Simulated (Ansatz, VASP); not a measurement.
## Sc in VASP and in Ansatz

```
CELL_PARAMETERS angstrom
5.45218 0.00000 0.00000
0.00000 5.45218 0.00000
0.00000 0.00000 3.14472
ATOMIC_POSITIONS crystal
Sc 0.50000 0.50000 0.00000
Sc 0.00000 0.00000 0.00000
Sc 0.50000 0.00000 0.54501
Sc 0.00000 0.50000 0.45499
```

Alike in both runs: task single point; functional PBE; k mesh 8 × 8 × 12; occupations gaussian, width 0.1 eV; no spin polarisation.

|  | VASP | Ansatz |
| --- | --- | --- |
| version | VASP 6.6.1 | Ansatz 0.2.0 |
| potentials or method | VASP PAW PBE potentials, release 64 (Sc_sv), cutoff 520 eV | scalar-relativistic, plane waves, PAW |
| valence electrons in the cell | 44 | 44 |

Ansatz gave:

* gap on the k mesh at the Fermi level (eV): none
* pressure (GPa): 3.5
* traceless stress, the component that is largest in VASP (GPa): 3.68
* rms of the force components (eV/Å): 0.049

Q: Estimate VASP's values.

A: gap on the k mesh at the Fermi level (eV): none; pressure (GPa): 3.6; traceless stress, the component that is largest in VASP (GPa): 3.68; rms of the force components (eV/Å): 0.050.

Atom by atom the forces differ by 0.000 eV/Å (rms over components). A gap of «none» marks a metal or a gap that the smearing closes.
